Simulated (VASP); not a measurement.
The system is SiO2.

```
CELL_PARAMETERS angstrom
5.14273 -5.99698 0.00000
5.14273 5.99698 0.00000
0.00000 0.00000 10.06612
ATOMIC_POSITIONS crystal
Si 0.82108 0.39116 0.34897
Si 0.60884 0.17892 0.15103
Si 0.39116 0.82108 0.15103
Si 0.17892 0.60884 0.34897
Si 0.17892 0.60884 0.65103
Si 0.39116 0.82108 0.84897
Si 0.60884 0.17892 0.84897
Si 0.82108 0.39116 0.65103
Si 0.50000 0.50000 0.25000
Si 0.50000 0.50000 0.75000
O 0.67043 0.50964 0.34067
O 0.49036 0.32957 0.15933
O 0.50964 0.67043 0.15933
O 0.32957 0.49036 0.34067
O 0.32957 0.49036 0.65933
O 0.50964 0.67043 0.84067
O 0.49036 0.32957 0.84067
O 0.67043 0.50964 0.65933
O 0.83780 0.32658 0.50000
O 0.67342 0.16220 0.00000
O 0.32658 0.83780 0.00000
O 0.16220 0.67342 0.50000
O 0.77057 0.22943 0.25000
O 0.22943 0.77057 0.25000
O 0.22943 0.77057 0.75000
O 0.77057 0.22943 0.75000
O 0.00000 0.50000 0.30209
O 0.50000 0.00000 0.19791
O 0.00000 0.50000 0.69791
O 0.50000 0.00000 0.80209
```

Base run:

* Program: VASP 6.6.1
* Functional: RPBE
* Potentials or basis: VASP PAW PBE potentials, release 64 (Si, O)
* Cutoff: 520 eV
* k mesh: 3 × 3 × 3
* Occupations: fermi-dirac, width 0.02 eV
* Spin: no spin polarisation

Its results: band gap on the k mesh 5.75 eV; pressure 4.7 GPa; largest force 0.669 eV/Å.

Problem. The run is repeated on the same cell with these changes: functional from RPBE to PBE. What comes out?

Solution. Band gap on the k mesh 5.80 eV; pressure 3.2 GPa; largest force 0.470 eV/Å.

PBE binds more tightly than RPBE, so the same cell stands under less pressure.

Caveats: the cell stands under pressure; the PAW data sets were made with another functional, which shifts forces and pressure a little (at least some runs).

A k mesh can miss the band edges.
